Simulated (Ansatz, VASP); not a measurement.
V in VASP and in Ansatz

File INCAR:

```
PREC     = Accurate       # precision mode
ENCUT    = 520            # plane-wave cutoff, eV
EDIFF    = 1E-6           # SCF threshold, eV
ISMEAR   = -1             # smearing method
SIGMA    = 0.08           # smearing width, eV
LREAL    = False          # projectors in reciprocal space
LASPH    = True           # aspherical terms in the spheres
NELM     = 60             # most SCF steps
ALGO     = Normal         # electronic algorithm
ISIF     = 2              # what is computed and relaxed
LWAVE    = False          # write WAVECAR
LCHARG   = True           # write CHGCAR
GGA      = PE             # functional
LELF     = True           # ELF
LVHAR    = True         
NBANDS   = 12             # bands
```

Contents of KPOINTS:

```
regular mesh
0
Gamma
  15 15 15
```

The input POSCAR:

```
V
1.0
    2.3843854678      0.0000000000      0.0000000000
    0.0000000000      2.3843854678      0.0000000000
    0.0000000000      0.0000000000      2.3843854678
V
1
Direct
    0.0000000000      0.0000000000      0.0000000000
```

Input for Ansatz:

```yaml
crystal:
  lattice:
    - [2.3843854678, 0.0, 0.0]
    - [0.0, 2.3843854678, 0.0]
    - [0.0, 0.0, 2.3843854678]
  atoms:
    - { symbol: V, position: [0.0, 0.0, 0.0] }
kpoints:
  mp_grid: { grid: [15, 15, 15] }
scf:
  occupations: { method: fermi_dirac, width: 0.08 }
hamiltonian:
  xc: pbe
  pseudopotentials: { kind: paw }
output:
  forces: true
  stress: true
  eigenvalues: true
  populations: true
  write_density: true
  write_potential: true
  elf: true
  volumetric_format: npy
```

Change from the starting cell: volume scaled by 0.92, PAW files.

Alike in both runs: task single point; functional PBE; k mesh 15 × 15 × 15; occupations fermi-dirac, width 0.08 eV; no spin polarisation.

|  | VASP | Ansatz |
| --- | --- | --- |
| version | VASP 6.6.1 | Ansatz 0.2.0 |
| potentials or method | VASP PAW PBE potentials, release 64 (V_sv) | PAW with Ansatz's default frozen-core files, scalar-relativistic |
| plane-wave cutoff (eV) | 520 | 420 |
| valence electrons in the cell | 13 | 13 |

Ansatz gave:

```
pressure (GPa) : 13.2
```

Q: Estimate VASP's values.

A: Pressure (GPa): 13.6.
